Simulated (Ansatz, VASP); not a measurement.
**BaTiO3 in VASP and in Ansatz**

File INCAR:

```
PREC = Accurate ; ENCUT = 520
EDIFF = 1E-6 ; ISMEAR = 0
SIGMA = 0.01 ; LREAL = False
LASPH = True ; NELM = 80
ALGO = Normal ; ISIF = 2
LWAVE = False ; LCHARG = True
GGA = PE ; LELF = True
LVHAR = True ; NBANDS = 28
```

The input KPOINTS:

```
Automatic mesh
0
Gamma
  4 4 4
```

File POSCAR:

```
BaTiO3
1.0
    3.9738700000      0.0491400000     -0.0376400000
    0.0491400000      4.2095200000     -0.0094600000
   -0.0378100000     -0.0095100000      3.9934200000
Ba Ti O
1 1 3
Direct
    0.0034659472      0.9971186583      0.0281126905
    0.5262100000      0.5032200000      0.4668900000
    0.4648300000      0.5315200000      0.0142500000
    0.4559600000      0.9838900000      0.4934600000
    0.0050800000      0.4811500000      0.5275000000
```

Input for Ansatz:

```yaml
crystal:
  lattice:
    - [3.97387, 0.04914, -0.03764]
    - [0.04914, 4.20952, -0.00946]
    - [-0.03781, -0.00951, 3.99342]
  atoms:
    - { symbol: Ba, position: [0.003465947239314527, 0.9971186583361035, 0.028112690466303904] }
    - { symbol: Ti, position: [0.52621, 0.50322, 0.46689] }
    - { symbol: O, position: [0.46483, 0.53152, 0.01425] }
    - { symbol: O, position: [0.45596, 0.98389, 0.49346] }
    - { symbol: O, position: [0.00508, 0.48115, 0.5275] }
basis:
  ecutwfc: 540.0
  xc_grid: 2
kpoints:
  mp_grid:
    grid: [4, 4, 4]
hamiltonian:
  xc: pbe
scf:
  convergence:
    dr2_threshold: 1.0e-09
  occupations:
    method: fixed
output:
  forces: true
  stress: true
```

Alike in both runs: task single point; functional PBE; k mesh 4 × 4 × 4; no spin polarisation.

|  | VASP | Ansatz |
| --- | --- | --- |
| version | VASP 6.6.1 | Ansatz 0.2.0 |
| potentials or method | VASP PAW PBE potentials, release 64 (Ba_sv, Ti_sv, O), cutoff 520 eV | plane waves, PAW |
| occupations | gaussian, width 0.01 eV | fixed |
| valence electrons in the cell | 40 | 40 |

```tsv
	VASP	Ansatz	Ansatz less VASP
pressure (GPa)	1.3	-0.4	-1.68
traceless stress, the component that is largest in VASP (GPa)	-5.71	-5.34	+0.364
rms of the force components (eV/Å)	0.789	0.761	-0.0280
```

Atom by atom the forces differ by 0.064 eV/Å (rms over components). Ansatz's warnings: stress scf threshold loose.

Neither program's run includes spin-orbit coupling.
